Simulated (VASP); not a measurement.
# Ge (Fd-3m) in VASP: single point with LDA

Aim: the single point of Ge with LDA.

All numbers are computed with VASP 6.6.1; they aren't measurements. Logs are shortened: lines on timing, memory, paths and dates and some standing lists are left out, and cuts for length are marked.

## Step 1: The cell of the first run

It takes space group Fd-3m (No. 227, cubic). Conventional cell: a = 5.622 Å, b = 5.622 Å, c = 5.622 Å, α = 90.00°, β = 90.00°, γ = 90.00°. Within 3.2 Å of Ge (site symmetry -43m) lie 4 Ge at 2.43 Å.

## Step 2: Single point, LDA

Contents of INCAR:

```
SYSTEM = Ge
ALGO     = Normal         ! electronic algorithm
EDIFF    = 1E-6           ! SCF threshold, eV
ENCUT    = 500            ! plane-wave cutoff, eV
GGA_COMPAT= .FALSE.      
ISIF     = 2              ! what is computed and relaxed
ISMEAR   = 0              ! smearing method
LASPH    = .TRUE.         ! aspherical terms in the spheres
LCHARG   = .TRUE.         ! write CHGCAR
LELF     = .TRUE.         ! ELF
LREAL    = .FALSE.        ! projectors in reciprocal space
LVHAR    = .TRUE.       
LWAVE    = .FALSE.        ! write WAVECAR
NBANDS   = 21             ! bands
NELM     = 120            ! most SCF steps
PREC     = Accurate       ! precision mode
SIGMA    = 0.1            ! smearing width, eV
```

Contents of KPOINTS:

```
k-points
0
G
  12 12 12
  0 0 0
```

Contents of POSCAR:

```
Ge
1.0
    0.0000000000      2.8107737115      2.8107737115
    2.8107737115      0.0000000000      2.8107737115
    2.8107737115      2.8107737115      0.0000000000
Ge
2
Direct
    0.0000000000      0.0000000000      0.0000000000
    0.2500000000      0.2500000000      0.2500000000
```

Potentials or basis: VASP PAW LDA potentials, release 64 (Ge_d).

The run is started by

```
$ cat potpaw_LDA.64/Ge_d/POTCAR > POTCAR
$ mpirun -np 1 vasp_std > vasp.out
```

OUTCAR:

```text
SYSTEM = Ge
   EDIFF = 1E-6
   ENCUT = 500
   ISIF = 2
   ISMEAR = 0
   LASPH = .TRUE.
   LREAL = .FALSE.
   NELM = 120
   PREC = Accurate

 ion  position               nearest neighbor table
   1  0.000  0.000  0.000-   2 2.43   2 2.43   2 2.43   2 2.43
   2  0.250  0.250  0.250-   1 2.43   1 2.43   1 2.43   1 2.43

  LATTYP: Found a face centered cubic cell.
 ALAT       =     5.6215474230

  Lattice vectors:

 A1 = (   0.0000000000,   2.8107737115,   2.8107737115)
 A2 = (   2.8107737115,   0.0000000000,   2.8107737115)
 A3 = (   2.8107737115,   2.8107737115,   0.0000000000)

Analysis of symmetry for initial positions (statically):
=====================================================================
 Subroutine PRICEL returns:
 Original cell was already a primitive cell.

 Routine SETGRP: Setting up the symmetry group for a
 face centered cubic supercell.

 Subroutine GETGRP returns: Found 48 space group operations
 (whereof 24 operations were pure point group operations)
 out of a pool of 48 trial point group operations.

The static configuration has the point symmetry T_d .
 The point group associated with its full space group is O_h .

Analysis of symmetry for dynamics (positions and initial velocities):
=====================================================================
 Subroutine PRICEL returns:
 Original cell was already a primitive cell.

 Routine SETGRP: Setting up the symmetry group for a
 face centered cubic supercell.

 Subroutine GETGRP returns: Found 48 space group operations
 (whereof 24 operations were pure point group operations)
 out of a pool of 48 trial point group operations.

The dynamic configuration has the point symmetry T_d .
 The point group associated with its full space group is O_h .

 Subroutine INISYM returns: Found 48 space group operations
 (whereof 24 operations are pure point group operations),
 and found     1 'primitive' translations

----------------------------------------------------------------------------------------

                                     Primitive cell

  volume of cell :      44.4127

  direct lattice vectors                    reciprocal lattice vectors
     0.000000000  2.810773711  2.810773711    -0.177886963  0.177886963  0.177886963
     2.810773711  0.000000000  2.810773711     0.177886963 -0.177886963  0.177886963
     2.810773711  2.810773711  0.000000000     0.177886963  0.177886963 -0.177886963

  length of vectors
     3.975034304  3.975034304  3.975034304     0.308109258  0.308109258  0.308109258

  position of ions in fractional coordinates (direct lattice)
     0.000000000  0.000000000  0.000000000
     0.250000000  0.250000000  0.250000000

  ion indices of the primitive-cell ions
   primitive index   ion index
                 1           1
                 2           2

----------------------------------------------------------------------------------------

 KPOINTS: k-points

Automatic generation of k-mesh.
 Grid dimensions read from file:
 generate k-points for:   12   12   12

 Generating k-lattice:

  Cartesian coordinates                     Fractional coordinates (reciprocal lattice)
    -0.014823914  0.014823914  0.014823914     0.083333333  0.000000000  0.000000000
     0.014823914 -0.014823914  0.014823914     0.000000000  0.083333333  0.000000000
     0.014823914  0.014823914 -0.014823914     0.000000000  0.000000000  0.083333333

  Length of vectors
     0.025675772  0.025675772  0.025675772

  Shift w.r.t. Gamma in fractional coordinates (k-lattice)
     0.000000000  0.000000000  0.000000000

 Subroutine IBZKPT returns following result:
 ===========================================

 Found     72 irreducible k-points:

 Following reciprocal coordinates:
            Coordinates               Weight
  0.000000  0.000000  0.000000      1.000000
  0.083333  0.000000  0.000000      8.000000
  0.166667  0.000000  0.000000      8.000000
  0.250000  0.000000  0.000000      8.000000
  0.333333  0.000000  0.000000      8.000000
  0.416667  0.000000  0.000000      8.000000
[... 16 lines left out ...]
  0.500000  0.166667  0.000000     24.000000
 -0.416667  0.166667  0.000000     24.000000
 [... further k-points ...]
   k-points           NKPTS =     72   k-points in BZ     NKDIM =     72   number of bands    NBANDS=     21
   number of dos      NEDOS =    301   number of ions     NIONS =      2
   total plane-waves  NPLWV =  27000
   dimension x,y,z NGX =    30 NGY =   30 NGZ =   30
   dimension x,y,z NGXF=    60 NGYF=   60 NGZF=   60
   ions per type =               2
   NGX,Y,Z   is equivalent  to a cutoff of  12.55, 12.55, 12.55 a.u.
   NGXF,Y,Z  is equivalent  to a cutoff of  25.09, 25.09, 25.09 a.u.
 SYSTEM =  Ge
   PREC   = accura    normal or accurate (medium, high low for compatibility)
   ISTART =      0    job   : 0-new  1-cont  2-samecut
   ICHARG =      2    charge: 1-file 2-atom 10-const
   ISPIN  =      1    spin polarized calculation?
   LNONCOLLINEAR =      F non collinear calculations
   LSORBIT =      F    spin-orbit coupling
   LASPH  =      T    aspherical Exc in radial PAW
   ENCUT  =  500.0 eV  36.75 Ry    6.06 a.u.   7.25  7.25  7.25*2*pi/ulx,y,z
   NELM   =    120;   NELMIN=  2; NELMDL= -5     # of ELM steps
   EDIFF  = 0.1E-05   stopping-criterion for ELM
   LREAL  =      F    real-space projection
   EDIFFG = 0.1E-04   stopping-criterion for IOM
   NSW    =      0    number of steps for IOM
   IBRION =     -1    ionic relax: 0-MD 1-quasi-New 2-CG
   NFREE  =      0    steps in history (QN), initial steepest desc. (CG)
   ISIF   =      2    stress and relaxation
   ISYM   =      2    0-nonsym 1-usesym 2-fastsym
   POTIM  = 0.5000    time-step for ionic-motion
   TEBEG  =    0.0;   TEEND  =   0.0 temperature during run
   PSTRESS=    0.0 pullay stress
   NELECT =      28.0000    total number of electrons
   NUPDOWN=      -1.0000    fix difference up-down
   EMIN   =  10.00;   EMAX   =-10.00  energy-range for DOS
   EFERMI =   0.00;   METHOD = LEGACY
   ISMEAR =     0;   SIGMA  =   0.10  broadening in eV -4-tet -1-fermi 0-gaus
   EFERMI_NEDOS =   21; number of points for ismear=-14 and -15
   IALGO  =     38    algorithm
   IMIX   =      4    mixing-type and parameters
     AMIX     =   0.40;   BMIX     =  1.00
     AMIX_MAG =   1.60;   BMIX_MAG =  1.00
  volume/ion in A,a.u.               =      22.21       149.86
  Fermi-wavevector in a.u.,A,eV,Ry     =   1.403756  2.652714 26.810701  1.970531
  Thomas-Fermi vector in A             =   2.526386
   LORBIT       =      0    0 simple, 1 ext, 2 COOP (PROOUT), +10 PAW based schemes
   GGA     = CA    functional components
   LHFCALC =     F    Hartree Fock is set to
   AEXX    =    0.0000 exact exchange contribution
   IVDW    =     0    specifies the selected vdW correction
   LEPSILON=     F    determine dielectric tensor
   LRPA    =     F    only Hartree local field effects (RPA)
 non-spin polarized calculation
 Gauss-broadening in eV      SIGMA  =   0.10
  energy-cutoff  :      500.00
  volume of cell :       44.41
 maximum number of plane-waves:      1158
 NGX is ok and might be reduce to    30
   NGX = 15   NGY = 15   NGZ = 15

 number of electron      28.0000032 magnetization

 Free energy of the ion-electron system (eV)
  ---------------------------------------------------
  ext. energy  EPLUGINS =         0.00000000
  ---------------------------------------------------
  free energy    TOTEN  =       -10.39085753 eV

  energy without entropy =      -10.39063991  energy(sigma->0) =      -10.39074872

 E-fermi :   4.9463     XC(G=0): -10.3796

 val. band max:        4.9460015330   @ k =   0.0000   0.0000   0.0000
 cond. band min:       5.0386957586   @ k =   0.5000   0.0000   0.0000
 fundamental gap:      0.0926942256
 Fermi energy:         4.9463019740

 k-point     1 :       0.0000    0.0000    0.0000
  band No.  band energies     occupation
      1     -20.0551      2.00000
      2     -20.0551      2.00000
      3     -20.0551      2.00000
      4     -20.0168      2.00000
      5     -20.0168      2.00000
      6     -19.7955      2.00000
[... 13 lines left out ...]
     20      14.5162      0.00000
     21      14.5162      0.00000

 k-point     2 :       0.0833    0.0000    0.0000
  band No.  band energies     occupation
      1     -20.0596      2.00000
      2     -20.0596      2.00000
      3     -20.0539      2.00000
      4     -20.0107      2.00000
      5     -20.0107      2.00000
      6     -19.8024      2.00000
[... 13 lines left out ...]
     20      13.8879      0.00000
     21      13.8879      0.00000

 k-point     3 :       0.1667    0.0000    0.0000
  band No.  band energies     occupation
      1     -20.0676      2.00000
      2     -20.0676      2.00000
      3     -20.0506      2.00000
      4     -19.9985      2.00000
      5     -19.9985      2.00000
      6     -19.8130      2.00000
[... 13 lines left out ...]
     20      13.3023      0.00000
     21      13.3023      0.00000

 k-point     4 :       0.2500    0.0000    0.0000
  band No.  band energies     occupation
      1     -20.0742      2.00000
      2     -20.0742      2.00000
      3     -20.0460      2.00000
      4     -19.9867      2.00000
      5     -19.9867      2.00000
      6     -19.8220      2.00000
[... 13 lines left out ...]
     20      13.2796      0.00000
     21      13.2796      0.00000

 k-point     5 :       0.3333    0.0000    0.0000
  band No.  band energies     occupation
      1     -20.0782      2.00000
      2     -20.0782      2.00000
      3     -20.0414      2.00000
      4     -19.9784      2.00000
      5     -19.9784      2.00000
      6     -19.8278      2.00000
[... 13 lines left out ...]
     20      13.9338      0.00000
     21      13.9338      0.00000
[... 382 lines left out ...]
     20      14.5772      0.00000
     21      15.2845      0.00000

 k-point    22 :       0.4167    0.1667    0.0000
  band No.  band energies     occupation
      1     -20.0940      2.00000
      2     -20.0806      2.00000
      3     -20.0306      2.00000
      4     -19.9679      2.00000
      5     -19.9461      2.00000
      6     -19.8774      2.00000
[... 13 lines left out ...]
     20      15.1773      0.00000
     21      16.1654      0.00000

 k-point    23 :       0.5000    0.1667    0.0000
  band No.  band energies     occupation
      1     -20.0982      2.00000
      2     -20.0844      2.00000
      3     -20.0192      2.00000
      4     -19.9586      2.00000
      5     -19.9499      2.00000
      6     -19.8700      2.00000
[... 13 lines left out ...]
     20      15.9397      0.00000
     21      16.2210      0.00000

 k-point    24 :      -0.4167    0.1667    0.0000
  band No.  band energies     occupation
      1     -20.0984      2.00000
      2     -20.0870      2.00000
      3     -20.0132      2.00000
      4     -19.9597      2.00000
      5     -19.9519      2.00000
      6     -19.8558      2.00000
[... 13 lines left out ...]
     20      14.6466      0.00000
     21      15.2288      0.00000

 [... further k-points ...]
[... 5 lines left out ...]
  --------------------------------------------------------------------------------------
  -------------------------------------------------------------------------------------
  Total        0.0428591      0.0428591      0.0428591      0.0000000      0.0000000      0.0000000
  in kB        1.5461292      1.5461292      1.5461292      0.0000000      0.0000000      0.0000000
  external PRESSURE =       1.5461292 kB  Pullay stress =       0.0000000 kB

 VOLUME and BASIS-vectors are now :
 -----------------------------------------------------------------------------
  energy-cutoff  :      500.00
  volume of cell :       44.41
      direct lattice vectors                 reciprocal lattice vectors
     0.000000000  2.810773711  2.810773711    -0.177886963  0.177886963  0.177886963
     2.810773711  0.000000000  2.810773711     0.177886963 -0.177886963  0.177886963
     2.810773711  2.810773711  0.000000000     0.177886963  0.177886963 -0.177886963

 POSITION                                       TOTAL-FORCE (eV/Angst)
 -----------------------------------------------------------------------------------
      0.00000      0.00000      0.00000         0.000000      0.000000      0.000000
      1.40539      1.40539      1.40539        -0.000000     -0.000000     -0.000000
 -----------------------------------------------------------------------------------
    total drift:                                0.000000     -0.000000      0.000000

  FREE ENERGIE OF THE ION-ELECTRON SYSTEM (eV)
  ---------------------------------------------------
  free  energy   TOTEN  =       -10.3908575310 eV

  energy  without entropy=      -10.3906399121  energy(sigma->0) =      -10.39074872
```

It took 39 s on 1 thread of Intel Xeon Platinum 8375C at 2.90GHz (Ice Lake), shared host; peak memory 0.17 GiB.

Results:

```
Free energy : -10.3909 eV
Pressure    : 0.2 GPa
```
